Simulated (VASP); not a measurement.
A run of VASP 6.6.1 is set up as follows.

Contents of INCAR:

```
SYSTEM = CaPb2F6
PREC = Accurate ; ENCUT = 520
EDIFF = 1E-7 ; ISMEAR = 0
SIGMA = 0.1 ; LREAL = Auto
LASPH = .TRUE. ; NELM = 100
ALGO = Normal ; ISIF = 2
LWAVE = .FALSE. ; LCHARG = .FALSE.
GGA = PE ; ISYM = 0
NBANDS = 95
```

KPOINTS

```
Automatic mesh
0
Gamma
  2 2 2
  0.5 0.5 0.5
```

File POSCAR:

```
CaPb2F6
1.0
    5.8458450422      2.9251140493     -2.9241441645
    2.9234653484      5.8439029927      2.9189047133
    5.8446993362     -2.9232445735      2.9237222283
F Ca Pb
12 2 4
Direct
    0.4587498434      0.3315508297      0.6225519924
    0.7843167408      0.6650486940      0.6446323154
    0.9494422804      0.3317102131      0.1130447210
    0.2946222469      0.6775627567      0.1131762530
    0.6405309947      0.9855542410      0.1133541931
    0.1179481699      0.9980435586      0.6445509277
    0.3712288914      0.9855369944      0.8852374278
    0.7163763164      0.3314877710      0.8853358670
    0.8814836683     -0.0018555557      0.3537996055
    0.2070438855      0.3316195798      0.3758028506
    0.5479217421      0.6650852309      0.3538872118
    0.0251704301      0.6777156062      0.8850700027
    0.9994891259      0.9985769275     -0.0008026193
    0.6664533815      0.6644893985     -0.0007901158
    0.5028273640     -0.0081774517      0.4991660275
    0.8330280467      0.3315548853      0.4991892912
    0.3330185422      0.3314931377      0.9991481538
    0.1630532810      0.6712792016      0.4992423399
```

Potentials or basis: VASP PAW PBE potentials, release 64 (F, Ca_sv, Pb_d).

Run with:

```bash
$ cat potpaw_PBE.64/F/POTCAR potpaw_PBE.64/Ca_sv/POTCAR potpaw_PBE.64/Pb_d/POTCAR > POTCAR
$ mpirun -np 1 vasp_std > vasp.out
```

**Question.** Estimate the pressure.

**Answer.** -0.1 GPa.

**Question.** Predict the largest force.

**Answer.** 0.034 eV/Å.

Forces in eV/Å, atoms in the order of the input:
```
F    0.006  0.000  0.003
F   -0.020  0.021 -0.014
F    0.030  0.000  0.000
F    0.000 -0.029  0.001
F    0.001  0.001  0.027
F   -0.021  0.014 -0.020
F    0.003  0.026 -0.001
F   -0.030  0.004  0.001
F    0.021 -0.020  0.015
F   -0.003  0.001 -0.001
F    0.022 -0.013  0.023
F    0.002  0.001 -0.027
Ca   0.000  0.001  0.003
Ca   0.001 -0.003 -0.001
Pb   0.004  0.005  0.004
Pb  -0.010 -0.004 -0.004
Pb  -0.008 -0.003 -0.003
Pb   0.002 -0.002 -0.006
```
